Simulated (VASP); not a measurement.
# Sb in VASP: single point with PBE+D3(BJ)

Aim: the single point of Sb with PBE+D3(BJ).

Everything below comes from runs of VASP 6.6.1. Logs are shortened: lines on timing, memory, paths and dates and some standing lists are left out, and cuts for length are marked.

## Step 1: The cell of the first run

The cell holds a slab with vacuum, 4 atoms: a = 4.069 Å, b = 4.069 Å, c = 20.800 Å, α = 90.00°, β = 90.00°, γ = 120.00°.

## Step 2: Single point, PBE+D3(BJ) (layers slid over each other)

The input, INCAR:

```
SYSTEM = Sb
PREC = Accurate ; ENCUT = 400
EDIFF = 1E-6 ; ISMEAR = 0
SIGMA = 0.05 ; LREAL = .FALSE.
LASPH = .TRUE. ; NELM = 120
ALGO = Normal ; ISIF = 2
LWAVE = .FALSE. ; LCHARG = .TRUE.
LDIPOL = .TRUE. ; IDIPOL = 3
DIPOL = 0.5 0.5 0.388 ; GGA = PE
IVDW = 12 ; LELF = .TRUE.
LVHAR = .TRUE. ; LVACPOTAV = .TRUE.
NBANDS = 38 ; GGA_COMPAT = .FALSE.
NELMDL = -8
```

The input, KPOINTS:

```
regular mesh
0
G
  9 9 1
  0 0 0
```

The input, POSCAR:

```
Sb
1.0
    4.0686848921      0.0000000000      0.0000000000
   -2.0343424461      3.5235844766      0.0000000000
    0.0000000000      0.0000000000     20.8000277116
Sb
4
Direct
    0.3333333333      0.6666666667      0.2956733491
    0.6666666667      0.3333333333      0.2163458656
    0.7777777778      0.7777777778      0.5600967399
    0.4444444444      1.1111111111      0.4807692564
```

Potentials or basis: VASP PAW PBE potentials, release 64 (Sb_d_GW).

Command:

```
$ cat potpaw_PBE.64/Sb_d_GW/POTCAR > POTCAR
$ mpirun -np 1 vasp_std > vasp.out
```

OUTCAR:

```text
SYSTEM = Sb
   PREC = Accurate
   ENCUT = 400
   EDIFF = 1E-6
   ISMEAR = 0
   LREAL = .FALSE.
   LASPH = .TRUE.
   NELM = 120
   ISIF = 2
   GGA = PE
   IVDW = 12
   NELMDL = -8
 IVDW          = 12

 ion  position               nearest neighbor table
   1  0.333  0.667  0.296-   2 2.87   2 2.87   2 2.87
   2  0.667  0.333  0.216-   1 2.87   1 2.87   1 2.87
   3  0.778  0.778  0.560-   4 2.87   4 2.87   4 2.87
   4  0.444  0.111  0.481-   3 2.87   3 2.87   3 2.87

  LATTYP: Found a hexagonal cell.
 ALAT       =     4.0686848921
 C/A-ratio  =     5.1122237930

  Lattice vectors:

 A1 = (   4.0686848921,   0.0000000000,   0.0000000000)
 A2 = (  -2.0343424461,   3.5235844766,   0.0000000000)
 A3 = (   0.0000000000,   0.0000000000,  20.8000277116)

Analysis of symmetry for initial positions (statically):
=====================================================================
 Subroutine PRICEL returns:
 Original cell was already a primitive cell.

 Routine SETGRP: Setting up the symmetry group for a
 hexagonal supercell.

 Subroutine GETGRP returns: Found  1 space group operations
 (whereof  1 operations were pure point group operations)
 out of a pool of 24 trial point group operations.

The static configuration has the point symmetry C_1 .

Analysis of symmetry for dynamics (positions and initial velocities):
=====================================================================
 Subroutine PRICEL returns:
 Original cell was already a primitive cell.

 Routine SETGRP: Setting up the symmetry group for a
 hexagonal supercell.

 Subroutine GETGRP returns: Found  1 space group operations
 (whereof  1 operations were pure point group operations)
 out of a pool of 24 trial point group operations.

The dynamic configuration has the point symmetry C_1 .

 Subroutine INISYM returns: Found  1 space group operations
 (whereof  1 operations are pure point group operations),
 and found     1 'primitive' translations

----------------------------------------------------------------------------------------

                                     Primitive cell

  volume of cell :     298.1966

  direct lattice vectors                    reciprocal lattice vectors
     4.068684892  0.000000000  0.000000000     0.245779663  0.141900954  0.000000000
    -2.034342446  3.523584477  0.000000000     0.000000000  0.283801909  0.000000000
     0.000000000  0.000000000 20.800027712     0.000000000  0.000000000  0.048076859

  length of vectors
     4.068684892  4.068684892 20.800027712     0.283801909  0.283801909  0.048076859

  position of ions in fractional coordinates (direct lattice)
     0.333333333  0.666666667  0.295673349
     0.666666667  0.333333333  0.216345866
     0.777777778  0.777777778  0.560096740
     0.444444444  0.111111111  0.480769256

  ion indices of the primitive-cell ions
   primitive index   ion index
                 1           1
                 2           2
                 3           3
                 4           4

----------------------------------------------------------------------------------------

 KPOINTS: regular mesh

Automatic generation of k-mesh.
 Grid dimensions read from file:
 generate k-points for:    9    9    1

 Generating k-lattice:

  Cartesian coordinates                     Fractional coordinates (reciprocal lattice)
     0.027308851  0.015766773  0.000000000     0.111111111 -0.000000000  0.000000000
     0.000000000  0.031533545  0.000000000     0.000000000  0.111111111  0.000000000
     0.000000000  0.000000000  0.048076859     0.000000000  0.000000000  1.000000000

  Length of vectors
     0.031533545  0.031533545  0.048076859

  Shift w.r.t. Gamma in fractional coordinates (k-lattice)
     0.000000000  0.000000000  0.000000000

 Subroutine IBZKPT returns following result:
 ===========================================

 Found     41 irreducible k-points:

 Following reciprocal coordinates:
            Coordinates               Weight
  0.000000  0.000000  0.000000      1.000000
  0.111111 -0.000000  0.000000      2.000000
  0.000000  0.111111  0.000000      2.000000
 -0.111111  0.111111  0.000000      2.000000
  0.222222 -0.000000  0.000000      2.000000
  0.000000  0.222222  0.000000      2.000000
[... 16 lines left out ...]
  0.333333  0.111111  0.000000      2.000000
 -0.111111  0.444444  0.000000      2.000000
 [... further k-points ...]
   k-points           NKPTS =     41   k-points in BZ     NKDIM =     41   number of bands    NBANDS=     38
   number of dos      NEDOS =    301   number of ions     NIONS =      4
   total plane-waves  NPLWV = 109760
   dimension x,y,z NGX =    28 NGY =   28 NGZ =  140
   dimension x,y,z NGXF=    56 NGYF=   56 NGZF=  280
   ions per type =               4
   NGX,Y,Z   is equivalent  to a cutoff of  11.44, 11.44, 11.19 a.u.
   NGXF,Y,Z  is equivalent  to a cutoff of  22.88, 22.88, 22.38 a.u.
 SYSTEM =  Sb
   PREC   = accura    normal or accurate (medium, high low for compatibility)
   ISTART =      0    job   : 0-new  1-cont  2-samecut
   ICHARG =      2    charge: 1-file 2-atom 10-const
   ISPIN  =      1    spin polarized calculation?
   LNONCOLLINEAR =      F non collinear calculations
   LSORBIT =      F    spin-orbit coupling
   LASPH  =      T    aspherical Exc in radial PAW
   ENCUT  =  400.0 eV  29.40 Ry    5.42 a.u.   6.63  6.63 33.92*2*pi/ulx,y,z
   NELM   =    120;   NELMIN=  2; NELMDL= -8     # of ELM steps
   EDIFF  = 0.1E-05   stopping-criterion for ELM
   LREAL  =      F    real-space projection
   EDIFFG = 0.1E-04   stopping-criterion for IOM
   NSW    =      0    number of steps for IOM
   IBRION =     -1    ionic relax: 0-MD 1-quasi-New 2-CG
   NFREE  =      0    steps in history (QN), initial steepest desc. (CG)
   ISIF   =      2    stress and relaxation
   ISYM   =      2    0-nonsym 1-usesym 2-fastsym
   POTIM  = 0.5000    time-step for ionic-motion
   TEBEG  =    0.0;   TEEND  =   0.0 temperature during run
   PSTRESS=    0.0 pullay stress
   NELECT =      60.0000    total number of electrons
   NUPDOWN=      -1.0000    fix difference up-down
   EMIN   =  10.00;   EMAX   =-10.00  energy-range for DOS
   EFERMI =   0.00;   METHOD = LEGACY
   ISMEAR =     0;   SIGMA  =   0.05  broadening in eV -4-tet -1-fermi 0-gaus
   EFERMI_NEDOS =   21; number of points for ismear=-14 and -15
   IALGO  =     38    algorithm
   IMIX   =      4    mixing-type and parameters
     AMIX     =   0.40;   BMIX     =  1.00
     AMIX_MAG =   1.60;   BMIX_MAG =  1.00
  volume/ion in A,a.u.               =      74.55       503.08
  Fermi-wavevector in a.u.,A,eV,Ry     =   0.959307  1.812828 12.521037  0.920270
  Thomas-Fermi vector in A             =   2.088492
   LORBIT       =      0    0 simple, 1 ext, 2 COOP (PROOUT), +10 PAW based schemes
   GGA     = PE    functional components
   LHFCALC =     F    Hartree Fock is set to
   AEXX    =    0.0000 exact exchange contribution
   IVDW    =    12    specifies the selected vdW correction
   LEPSILON=     F    determine dielectric tensor
   LRPA    =     F    only Hartree local field effects (RPA)
 non-spin polarized calculation
 Gauss-broadening in eV      SIGMA  =   0.05
  energy-cutoff  :      400.00
  volume of cell :      298.20
 maximum number of plane-waves:      5503
   NGX = 13   NGY = 13   NGZ = 67

 dipolmoment           0.000000      0.000000     -0.000003 electrons x Angstroem

 number of electron      59.9999999 magnetization

 dipolmoment           0.000000      0.000000      0.001310 electrons x Angstroem

 Free energy of the ion-electron system (eV)
  ---------------------------------------------------
  ext. energy  EPLUGINS =         0.00000000
  ---------------------------------------------------
  free energy    TOTEN  =       -16.30271419 eV

  energy without entropy =      -16.30271419  energy(sigma->0) =      -16.30271419

 E-fermi :  -0.6339     XC(G=0):  -4.9120

 val. band max:       -0.8489007408   @ k =   0.0000   0.0000   0.0000
 cond. band min:       0.0244514121   @ k =   0.3333  -0.0000   0.0000
 fundamental gap:      0.8733521530
 Fermi energy:        -0.6338631117

 k-point     1 :       0.0000    0.0000    0.0000
  band No.  band energies     occupation
      1     -29.5521      2.00000
      2     -29.5517      2.00000
      3     -29.5381      2.00000
      4     -29.5374      2.00000
      5     -29.4754      2.00000
      6     -29.4747      2.00000
[... 30 lines left out ...]
     37       3.2984      0.00000
     38       3.6134      0.00000

 k-point     2 :       0.1111   -0.0000    0.0000
  band No.  band energies     occupation
      1     -29.5508      2.00000
      2     -29.5455      2.00000
      3     -29.5365      2.00000
      4     -29.5314      2.00000
      5     -29.4740      2.00000
      6     -29.4711      2.00000
[... 30 lines left out ...]
     37       3.4727      0.00000
     38       3.7765      0.00000

 k-point     3 :       0.0000    0.1111    0.0000
  band No.  band energies     occupation
      1     -29.5511      2.00000
      2     -29.5452      2.00000
      3     -29.5371      2.00000
      4     -29.5309      2.00000
      5     -29.4745      2.00000
      6     -29.4705      2.00000
[... 30 lines left out ...]
     37       3.4729      0.00000
     38       3.7799      0.00000

 k-point     4 :      -0.1111    0.1111    0.0000
  band No.  band energies     occupation
      1     -29.5511      2.00000
      2     -29.5452      2.00000
      3     -29.5368      2.00000
      4     -29.5311      2.00000
      5     -29.4742      2.00000
      6     -29.4709      2.00000
[... 30 lines left out ...]
     37       3.4728      0.00000
     38       3.7793      0.00000
[... 703 lines left out ...]
      4     -29.4958      2.00000
      5     -29.4685      2.00000
      6     -29.4548      2.00000
[... 30 lines left out ...]
     37       4.2333      0.00000
     38       4.4259      0.00000

 k-point    23 :       0.3333    0.1111    0.0000
  band No.  band energies     occupation
      1     -29.5442      2.00000
      2     -29.5300      2.00000
      3     -29.4868      2.00000
      4     -29.4727      2.00000
      5     -29.4599      2.00000
      6     -29.4458      2.00000
[... 30 lines left out ...]
     37       4.3913      0.00000
     38       4.7617      0.00000

 k-point    24 :      -0.1111    0.4444    0.0000
  band No.  band energies     occupation
      1     -29.5444      2.00000
      2     -29.5304      2.00000
      3     -29.4864      2.00000
      4     -29.4728      2.00000
      5     -29.4603      2.00000
      6     -29.4457      2.00000
[... 30 lines left out ...]
     37       4.4297      0.00000
     38       4.8363      0.00000

 [... further k-points ...]

------------------------ aborting loop because EDIFF is reached ----------------------------------------

 Edisp (eV)   -1.16469

 E8    (eV) :    -0.5586

  FORCE on cell =-STRESS in cart. coord.  units (eV):
  Direction    XX          YY          ZZ          XY          YZ          ZX
  --------------------------------------------------------------------------------------
  -------------------------------------------------------------------------------------
  Total      -0.30371    -0.19508    -0.79505    -0.05287     0.17041    -0.03395
  in kB      -1.63181    -1.04815    -4.27171    -0.28405     0.91558    -0.18244
  external pressure =       -2.32 kB  Pullay stress =        0.00 kB

 VOLUME and BASIS-vectors are now :
 -----------------------------------------------------------------------------
  energy-cutoff  :      400.00
  volume of cell :      298.20
      direct lattice vectors                 reciprocal lattice vectors
     4.068684892  0.000000000  0.000000000     0.245779663  0.141900954  0.000000000
    -2.034342446  3.523584477  0.000000000     0.000000000  0.283801909  0.000000000
     0.000000000  0.000000000 20.800027712     0.000000000  0.000000000  0.048076859

 POSITION                                       TOTAL-FORCE (eV/Angst)
 -----------------------------------------------------------------------------------
     -0.00000      2.34906      6.15001         0.001815     -0.023261      0.093862
      2.03434      1.17453      4.50000         0.004172     -0.010323      0.025074
      1.58227      2.74057     11.65003        -0.000005      0.015294     -0.027877
      1.58227      0.39151     10.00001        -0.005982      0.018291     -0.091059
 -----------------------------------------------------------------------------------
    total drift:                                0.001500     -0.000353     -0.006964

  FREE ENERGIE OF THE ION-ELECTRON SYSTEM (eV)
  ---------------------------------------------------
  free  energy   TOTEN  =       -17.4674075589 eV

  energy  without entropy=      -17.4674075589  energy(sigma->0) =      -17.46740756

 vacuum level on the upper side and lower side of the slab         3.841         3.825
```

Wall time 6.2 min (1 thread of AMD EPYC 9R45 (Zen 5), shared host); peak memory 0.45 GiB.

What came out:

```
Free energy                : -17.4674 eV
Largest force              : 0.097 eV/Å
Band gap on the k mesh     : 0.87 eV (least direct gap 1.49 eV)
Dispersion energy per atom : -0.291 eV
```

Forces in eV/Å, atoms in the order of the input:
```
Sb   0.002 -0.023  0.094
Sb   0.004 -0.010  0.025
Sb   0.000  0.015 -0.028
Sb  -0.006  0.018 -0.091
```

Caveat: the cell differs from its parent crystal (layers slid over each other); spin-orbit coupling is left out, which moves the levels of the heavy elements.
